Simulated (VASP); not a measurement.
Runs of VASP 6.6.1 on Sc. The structure is that of space group P6_3/mmc (No. 194), or close to it. The cells are those of the table. 

```csv
cell,further INCAR settings,gap on the mesh (eV),pressure (GPa)
"a = 3.205, b = 3.205, c = 5.614 Å, angles 90.0, 90.0, 120.0°, 2 atoms",ALGO = Fast; EDIFF = 1e-06; NBANDS = 18,none,-0.2
"a = 3.493, b = 3.493, c = 4.727 Å, angles 90.0, 90.0, 120.0°, 2 atoms",ALGO = Fast; EDIFF = 1e-07; NBANDS = 18,none,(a)
"a = 3.564, b = 3.564, c = 4.540 Å, angles 90.0, 90.0, 120.0°, 2 atoms",ALGO = Fast; EDIFF = 1e-06; NBANDS = 18,none,-0.2
"a = 3.402, b = 3.402, c = 4.983 Å, angles 90.0, 90.0, 120.0°, 2 atoms",ALGO = Fast; EDIFF = 1e-06; NBANDS = 18,none,-0.7
"a = 3.354, b = 3.354, c = 5.127 Å, angles 90.0, 90.0, 120.0°, 2 atoms",ALGO = Fast; EDIFF = 1e-06; NBANDS = 18,none,-0.6
"a = 3.255, b = 3.255, c = 5.442 Å, angles 90.0, 90.0, 120.0°, 2 atoms",ALGO = Fast; EDIFF = 1e-07; NBANDS = 18,none,-0.4
"a = 3.114, b = 3.114, c = 5.949 Å, angles 90.0, 90.0, 120.0°, 2 atoms",ALGO = Fast; EDIFF = 1e-07; NBANDS = 18,none,0.2
"a = 3.032, b = 3.032, c = 6.275 Å, angles 90.0, 90.0, 120.0°, 2 atoms",ALGO = Fast; EDIFF = 1e-07; NBANDS = 18,none,(b)
```

Alike in all rows: task single point; level PBE; potentials or basis VASP PAW PBE potentials, release 64 (Sc_sv); no spin polarisation; k mesh 18 × 18 × 10; cutoff (eV) 520; smearing gaussian 0.15 eV.

Q: Fill in the values left out.

A: (a) -0.5; (b) 1.1.

A gap of «none» marks levels without a gap at the run's occupations.
